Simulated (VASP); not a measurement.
# CdI2 (P-3m1) in VASP: a series of runs

CdI2 is run at these levels: PBEsol; tasks: single point.

Everything below comes from runs of VASP 6.6.1. Logs are shortened: lines on timing, memory, paths and dates and some standing lists are left out, and cuts for length are marked.

## 1. The cell of the first run

It takes space group P-3m1 (No. 164, trigonal). Conventional cell: a = 4.221 Å, b = 4.221 Å, c = 14.448 Å, α = 90.00°, β = 90.00°, γ = 120.00°. Within 3.9 Å of Cd (site symmetry 3m) lie 6 I at 2.97 Å. I (site symmetry 3m) has 3 Cd at 2.97 Å within 3.9 Å. Within 3.9 Å of I (site symmetry 3m) lie 3 Cd at 2.97 Å.

## 2. Single point, PBEsol (the distance across one plane changed)

INCAR reads:

```
SYSTEM = CdI2
PREC     = Accurate       ! precision mode
ENCUT    = 500            ! plane-wave cutoff, eV
EDIFF    = 1E-6           ! SCF threshold, eV
ISMEAR   = 0              ! smearing method
SIGMA    = 0.05           ! smearing width, eV
LREAL    = .False.        ! projectors in reciprocal space
LASPH    = .True.         ! aspherical terms in the spheres
NELM     = 120            ! most SCF steps
ALGO     = Normal         ! electronic algorithm
ISIF     = 2              ! what is computed and relaxed
LWAVE    = .False.        ! write WAVECAR
LCHARG   = .False.        ! write CHGCAR
GGA      = PS             ! functional
NBANDS   = 35             ! bands
GGA_COMPAT= .False.
```

KPOINTS reads:

```
regular mesh
0
Gamma
  7 7 2
  0 0 0
```

POSCAR reads:

```
CdI2
1.0
   -4.2214347067      0.0000000000      0.0000000000
   -2.1107173534     -3.6558696964      0.0000000000
    0.0000000000      0.0000000000     14.4477823597
Cd I
2 4
Direct
    0.0000000000      1.0000000000      0.2413481532
    0.0000000000      1.0000000000      0.7240444595
    0.3333333333      0.3333333333      0.8419583564
    0.3333333333      0.3333333333      0.3592620501
    0.6666666667      0.6666666667      0.1234342563
    0.6666666667      0.6666666667      0.6061305626
```

Potentials or basis: VASP PAW PBE potentials, release 64 (Cd, I).

On the command line:

```console
cat potpaw_PBE.64/Cd/POTCAR potpaw_PBE.64/I/POTCAR > POTCAR
mpirun -np 1 vasp_std > vasp.out
```

OUTCAR:

```text
SYSTEM = CdI2
   PREC = Accurate
   ENCUT = 500
   EDIFF = 1E-6
   ISMEAR = 0
   LREAL = .False.
   LASPH = .True.
   NELM = 120
   ISIF = 2
   GGA = PS

 ion  position               nearest neighbor table
   1  0.000  0.000  0.241-   4 2.97   5 2.97   5 2.97   4 2.97   4 2.97   5 2.97
   2  0.000  0.000  0.724-   3 2.97   6 2.97   6 2.97   3 2.97   3 2.97   6 2.97
   3  0.333  0.333  0.842-   2 2.97   2 2.97   2 2.97
   4  0.333  0.333  0.359-   1 2.97   1 2.97   1 2.97
   5  0.667  0.667  0.123-   1 2.97   1 2.97   1 2.97
   6  0.667  0.667  0.606-   2 2.97   2 2.97   2 2.97

  LATTYP: Found a hexagonal cell.
 ALAT       =     4.2214347067
 C/A-ratio  =     3.4224815409

  Lattice vectors:

 A1 = (   2.1107173534,   3.6558696964,   0.0000000000)
 A2 = (  -4.2214347067,   0.0000000000,   0.0000000000)
 A3 = (   0.0000000000,   0.0000000000,  14.4477823597)

Analysis of symmetry for initial positions (statically):
=====================================================================
 Subroutine PRICEL returns:
 Original cell was already a primitive cell.

 Routine SETGRP: Setting up the symmetry group for a
 hexagonal supercell.

 Subroutine GETGRP returns: Found 12 space group operations
 (whereof  6 operations were pure point group operations)
 out of a pool of 24 trial point group operations.

The static configuration has the point symmetry C_3v.
 The point group associated with its full space group is D_3d.

Analysis of symmetry for dynamics (positions and initial velocities):
=====================================================================
 Subroutine PRICEL returns:
 Original cell was already a primitive cell.

 Routine SETGRP: Setting up the symmetry group for a
 hexagonal supercell.

 Subroutine GETGRP returns: Found 12 space group operations
 (whereof  6 operations were pure point group operations)
 out of a pool of 24 trial point group operations.

The dynamic configuration has the point symmetry C_3v.
 The point group associated with its full space group is D_3d.

 Subroutine INISYM returns: Found 12 space group operations
 (whereof  6 operations are pure point group operations),
 and found     1 'primitive' translations

----------------------------------------------------------------------------------------

                                     Primitive cell

  volume of cell :     222.9728

  direct lattice vectors                    reciprocal lattice vectors
    -4.221434707  0.000000000  0.000000000    -0.236886289  0.136766362  0.000000000
    -2.110717353 -3.655869696  0.000000000     0.000000000 -0.273532725  0.000000000
     0.000000000  0.000000000 14.447782360     0.000000000  0.000000000  0.069214775

  length of vectors
     4.221434707  4.221434707 14.447782360     0.273532725  0.273532725  0.069214775

  position of ions in fractional coordinates (direct lattice)
     0.000000000  0.000000000  0.241348153
     0.000000000  0.000000000  0.724044459
     0.333333333  0.333333333  0.841958356
     0.333333333  0.333333333  0.359262050
     0.666666667  0.666666667  0.123434256
     0.666666667  0.666666667  0.606130563

  ion indices of the primitive-cell ions
   primitive index   ion index
                 1           1
                 2           2
                 3           3
                 4           4
                 5           5
                 6           6

----------------------------------------------------------------------------------------

 KPOINTS: regular mesh

Automatic generation of k-mesh.
 Grid dimensions read from file:
 generate k-points for:    7    7    2

 Generating k-lattice:

  Cartesian coordinates                     Fractional coordinates (reciprocal lattice)
    -0.033840898  0.019538052  0.000000000     0.142857143 -0.000000000  0.000000000
     0.000000000 -0.039076104  0.000000000     0.000000000  0.142857143  0.000000000
     0.000000000  0.000000000  0.034607387     0.000000000  0.000000000  0.500000000

  Length of vectors
     0.039076104  0.039076104  0.034607387

  Shift w.r.t. Gamma in fractional coordinates (k-lattice)
     0.000000000  0.000000000  0.000000000

 Subroutine IBZKPT returns following result:
 ===========================================

 Found     16 irreducible k-points:

 Following reciprocal coordinates:
            Coordinates               Weight
  0.000000  0.000000  0.000000      1.000000
  0.142857 -0.000000  0.000000      6.000000
  0.285714 -0.000000  0.000000      6.000000
  0.428571 -0.000000  0.000000      6.000000
  0.285714  0.142857  0.000000      6.000000
  0.428571  0.142857  0.000000     12.000000
[... 8 lines left out ...]
 -0.428571  0.142857  0.500000      6.000000
 -0.428571  0.285714  0.500000      6.000000
   k-points           NKPTS =     16   k-points in BZ     NKDIM =     16   number of bands    NBANDS=     35
   number of dos      NEDOS =    301   number of ions     NIONS =      6
   total plane-waves  NPLWV = 110592
   dimension x,y,z NGX =    32 NGY =   32 NGZ =  108
   dimension x,y,z NGXF=    64 NGYF=   64 NGZF=  216
   ions per type =               2   4
   NGX,Y,Z   is equivalent  to a cutoff of  12.60, 12.60, 12.43 a.u.
   NGXF,Y,Z  is equivalent  to a cutoff of  25.20, 25.20, 24.85 a.u.
 SYSTEM =  CdI2
   PREC   = accura    normal or accurate (medium, high low for compatibility)
   ISTART =      0    job   : 0-new  1-cont  2-samecut
   ICHARG =      2    charge: 1-file 2-atom 10-const
   ISPIN  =      1    spin polarized calculation?
   LNONCOLLINEAR =      F non collinear calculations
   LSORBIT =      F    spin-orbit coupling
   LASPH  =      T    aspherical Exc in radial PAW
   ENCUT  =  500.0 eV  36.75 Ry    6.06 a.u.   7.70  7.70 26.34*2*pi/ulx,y,z
   NELM   =    120;   NELMIN=  2; NELMDL= -5     # of ELM steps
   EDIFF  = 0.1E-05   stopping-criterion for ELM
   LREAL  =      F    real-space projection
   EDIFFG = 0.1E-04   stopping-criterion for IOM
   NSW    =      0    number of steps for IOM
   IBRION =     -1    ionic relax: 0-MD 1-quasi-New 2-CG
   NFREE  =      0    steps in history (QN), initial steepest desc. (CG)
   ISIF   =      2    stress and relaxation
   ISYM   =      2    0-nonsym 1-usesym 2-fastsym
   POTIM  = 0.5000    time-step for ionic-motion
   TEBEG  =    0.0;   TEEND  =   0.0 temperature during run
   PSTRESS=    0.0 pullay stress
   NELECT =      52.0000    total number of electrons
   NUPDOWN=      -1.0000    fix difference up-down
   EMIN   =  10.00;   EMAX   =-10.00  energy-range for DOS
   EFERMI =   0.00;   METHOD = LEGACY
   ISMEAR =     0;   SIGMA  =   0.05  broadening in eV -4-tet -1-fermi 0-gaus
   EFERMI_NEDOS =   21; number of points for ismear=-14 and -15
   IALGO  =     38    algorithm
   IMIX   =      4    mixing-type and parameters
     AMIX     =   0.40;   BMIX     =  1.00
     AMIX_MAG =   1.60;   BMIX_MAG =  1.00
  volume/ion in A,a.u.               =      37.16       250.78
  Fermi-wavevector in a.u.,A,eV,Ry     =   1.007686  1.904251 13.815782  1.015431
  Thomas-Fermi vector in A             =   2.140506
   LORBIT       =      0    0 simple, 1 ext, 2 COOP (PROOUT), +10 PAW based schemes
   GGA     = PS    functional components
   LHFCALC =     F    Hartree Fock is set to
   AEXX    =    0.0000 exact exchange contribution
   IVDW    =     0    specifies the selected vdW correction
   LEPSILON=     F    determine dielectric tensor
   LRPA    =     F    only Hartree local field effects (RPA)
 non-spin polarized calculation
 Gauss-broadening in eV      SIGMA  =   0.05
  energy-cutoff  :      500.00
  volume of cell :      222.97
 maximum number of plane-waves:      5735
   NGX = 15   NGY = 15   NGZ = 53

 number of electron      51.9999987 magnetization

 Free energy of the ion-electron system (eV)
  ---------------------------------------------------
  ext. energy  EPLUGINS =         0.00000000
  ---------------------------------------------------
  free energy    TOTEN  =       -12.74454057 eV

  energy without entropy =      -12.74454057  energy(sigma->0) =      -12.74454057

 E-fermi :   1.8156     XC(G=0):  -8.4926

 val. band max:        1.5779921918   @ k =   0.1429  -0.0000   0.5000
 cond. band min:       3.9815639609   @ k =   0.4286  -0.0000   0.5000
 fundamental gap:      2.4035717691
 Fermi energy:         1.8155932058

 k-point     1 :       0.0000    0.0000    0.0000
  band No.  band energies     occupation
      1     -10.5909      2.00000
      2     -10.4942      2.00000
      3     -10.0616      2.00000
      4      -9.9368      2.00000
      5      -5.9913      2.00000
      6      -5.9913      2.00000
[... 27 lines left out ...]
     34       7.8298      0.00000
     35       8.9495      0.00000

 k-point     2 :       0.1429   -0.0000    0.0000
  band No.  band energies     occupation
      1     -10.4889      2.00000
      2     -10.3971      2.00000
      3     -10.0296      2.00000
      4      -9.9170      2.00000
      5      -5.9755      2.00000
      6      -5.9754      2.00000
[... 27 lines left out ...]
     34       8.1276      0.00000
     35       8.6686      0.00000

 k-point     3 :       0.2857   -0.0000    0.0000
  band No.  band energies     occupation
      1     -10.2355      2.00000
      2     -10.1622      2.00000
      3      -9.9557      2.00000
      4      -9.8773      2.00000
      5      -5.9540      2.00000
      6      -5.9535      2.00000
[... 27 lines left out ...]
     34       8.5292      0.00000
     35       8.6097      0.00000
[... 419 lines left out ...]
 k-point    15 :      -0.4286    0.1429    0.5000
  band No.  band energies     occupation
      1      -9.9191      2.00000
      2      -9.8997      2.00000
      3      -9.8688      2.00000
      4      -9.8624      2.00000
      5      -5.9139      2.00000
      6      -5.9126      2.00000
[... 27 lines left out ...]
     34       8.1897      0.00000
     35       8.2413      0.00000

 k-point    16 :      -0.4286    0.2857    0.5000
  band No.  band energies     occupation
      1      -9.8974      2.00000
      2      -9.8812      2.00000
      3      -9.8553      2.00000
      4      -9.8525      2.00000
      5      -5.8583      2.00000
      6      -5.8549      2.00000
[... 27 lines left out ...]
     34       8.8394      0.00000
     35       9.0325      0.00000

------------------------ aborting loop because EDIFF is reached ----------------------------------------

  FORCE on cell =-STRESS in cart. coord.  units (eV):
  Direction    XX          YY          ZZ          XY          YZ          ZX
  --------------------------------------------------------------------------------------
  -------------------------------------------------------------------------------------
  Total        0.1613479      0.1613479      0.0509056      0.0000000      0.0000000     -0.0000000
  in kB        1.1593696      1.1593696      0.3657837      0.0000000      0.0000000     -0.0000000
  external PRESSURE =       0.8948409 kB  Pullay stress =       0.0000000 kB

 VOLUME and BASIS-vectors are now :
 -----------------------------------------------------------------------------
  energy-cutoff  :      500.00
  volume of cell :      222.97
      direct lattice vectors                 reciprocal lattice vectors
    -4.221434707  0.000000000  0.000000000    -0.236886289  0.136766362  0.000000000
    -2.110717353 -3.655869696  0.000000000     0.000000000 -0.273532725  0.000000000
     0.000000000  0.000000000 14.447782360     0.000000000  0.000000000  0.069214775

 POSITION                                       TOTAL-FORCE (eV/Angst)
 -----------------------------------------------------------------------------------
      0.00000      0.00000      3.48695        -0.000000     -0.000000     -0.006095
      0.00000      0.00000     10.46084         0.000000      0.000000      0.006095
     -2.11072     -1.21862     12.16443        -0.000000     -0.000000      0.044651
     -2.11072     -1.21862      5.19054         0.000000      0.000000      0.025565
     -4.22143     -2.43725      1.78335         0.000000      0.000000     -0.044651
     -4.22143     -2.43725      8.75724        -0.000000     -0.000000     -0.025565
 -----------------------------------------------------------------------------------
    total drift:                               -0.000000     -0.000000      0.000059

  FREE ENERGIE OF THE ION-ELECTRON SYSTEM (eV)
  ---------------------------------------------------
  free  energy   TOTEN  =       -12.7445405726 eV

  energy  without entropy=      -12.7445405726  energy(sigma->0) =      -12.74454057
```

It took 2.1 min on 1 thread of Intel Xeon 8259CL, shared host; peak memory 0.36 GiB.

What came out:

- Free energy: -12.7445 eV
- Pressure: 0.1 GPa
- Largest force: 0.045 eV/Å
- Band gap on the k mesh: 2.40 eV (least direct gap 2.48 eV)

Forces on the atoms (eV/Å):
```
Cd   0.000  0.000 -0.006
Cd   0.000  0.000  0.006
I    0.000  0.000  0.045
I    0.000  0.000  0.026
I    0.000  0.000 -0.045
I    0.000  0.000 -0.026
```

Stress tensor (GPa, compression positive):
```
0.12 0.00 0.00
0.00 0.12 0.00
0.00 0.00 0.04
```

Levels at points of the mesh, in eV from the valence-band top:
| k point | band 22 | band 23 | band 24 | band 25 | band 26 | band 27 | band 28 | band 29 | band 30 | band 31 |
| --- | --- | --- | --- | --- | --- | --- | --- | --- | --- | --- |
| (0.00, 0.00, 0.00) | -0.32 | -0.09 | -0.09 | -0.01 | -0.01 | 2.48 | 3.45 | 4.36 | 4.37 | 6.12 |
| (0.00, 0.00, 0.50) | -0.34 | -0.06 | -0.06 | -0.03 | -0.03 | 2.92 | 3.05 | 4.37 | 4.39 | 6.16 |

Caveat: the cell differs from its parent crystal (the distance across one plane changed); the PAW data sets were made with another functional, which shifts forces and pressure a little; spin-orbit coupling is left out, which moves the levels of the heavy elements; this functional lacks dispersion, which binds layers or chains, so the pressure and a relaxed spacing across them are unreliable. A k mesh can miss the band edges.

(Continued in part 2 of 2.)
